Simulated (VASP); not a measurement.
# GaSb (F-43m) in VASP: notebook, part 3 of 3

VASP 6.6.1. The steps go on from the part before.

**5. Single point, PBE-based screened hybrid with 10 % exact exchange**

POSCAR reads:

```
GaSb
1.0
    0.0000000000      3.0658788003      3.0658788003
    3.0658788003      0.0000000000      3.0658788003
    3.0658788003      3.0658788003      0.0000000000
Ga Sb
1 1
Direct
    0.0000000000      0.0000000000      0.0000000000
    0.2500000000      0.2500000000      0.2500000000
```

INCAR.step1 reads:

```
SYSTEM = GaSb
  PREC = Accurate
  ENCUT = 520
  EDIFF = 1E-5
  ISMEAR = -1
  SIGMA = 0.02
  LREAL = .False.
  LASPH = .True.
  NELM = 100
  ALGO = Normal
  ISIF = 2
  LWAVE = .True.
  LCHARG = .False.
  NBANDS = 16
  GGA = PE
```

INCAR.step2 reads:

```
SYSTEM = GaSb
  PREC = Accurate
  ENCUT = 520
  EDIFF = 1E-6
  ISMEAR = -1
  SIGMA = 0.02
  LREAL = .False.
  LASPH = .True.
  NELM = 100
  ALGO = Normal
  ISIF = 2
  LWAVE = .False.
  LCHARG = .False.
  GGA = PE
  LHFCALC = .True.
  AEXX = 0.1
  HFSCREEN = 0.1
  PRECFOCK = Normal
  NBANDS = 16
  ISTART = 1
```

KPOINTS reads:

```
regular mesh
0
Gamma
  4 4 4
  0 0 0
```

Command:

```sh
cat potpaw_PBE.64/Ga_d/POTCAR potpaw_PBE.64/Sb/POTCAR > POTCAR
cp INCAR.step1 INCAR
mpirun -np 1 vasp_std > vasp.out
cp INCAR.step2 INCAR
mpirun -np 1 vasp_std > vasp.out
```

Run time: 5.4 min. Hardware: 1 thread of Intel Xeon 6975P-C (Granite Rapids), shared host; peak memory 0.3 GiB.

The run converged. Its results:

```
Free energy            : -7.9193 eV
Pressure               : 1.3 GPa
Band gap on the k mesh : 0.42 eV
```

Levels at points of the mesh, in eV from the valence-band top:
```
           k point  band 5  band 6  band 7  band 8  band 9  band 10  band 11  band 12  band 13  band 14
(0.00, 0.00, 0.00)  -16.08  -11.90    0.00    0.00    0.00     0.42     3.16     3.16     3.16     6.27
(0.50, 0.00, 0.00)  -16.08  -10.22   -6.59   -1.19   -1.19     0.76     4.15     4.15     6.93     9.88
(0.50, 0.50, 0.00)  -16.08   -9.35   -7.06   -2.66   -2.66     1.25     1.59     9.25     9.25    10.62
```

Caveat: the k points lie up to 0.44 Å⁻¹ apart; the PAW data sets were made with another functional, which shifts forces and pressure a little; spin-orbit coupling is left out, which moves the levels of the heavy elements. A k mesh can miss the band edges.

**6. The runs side by side**

```tsv
level	spin	k mesh	cutoff (eV)	grid for exact exchange (PRECFOCK)	share of exact exchange	screening parameter	gap on the mesh (eV)	pressure (GPa)
r2SCAN	collinear, zero start	6 × 6 × 6	550	-	-	-	0.40	0.1
HSE06	off	4 × 4 × 4	520	Normal	0.25	0.2079 1/Å	0.85	-0.1
PBE-based global hybrid with 75 % exact exchange	off	4 × 4 × 4	520	Normal	0.75	-	6.03	-11.4
PBE-based screened hybrid with 10 % exact exchange	off	4 × 4 × 4	520	Normal	0.1	0.1 1/Å	0.42	1.3
```

Alike in all rows: task single point; potentials or basis VASP PAW PBE potentials, release 64 (Ga_d, Sb); cell as given; smearing fermi-dirac 0.02 eV.

Caveats: some runs use coarse meshes; the PAW data sets were made with another functional, which shifts forces and pressure a little; spin-orbit coupling is left out, which moves the levels of the heavy elements.

Absolute energies hang on the potentials; compare differences alone.
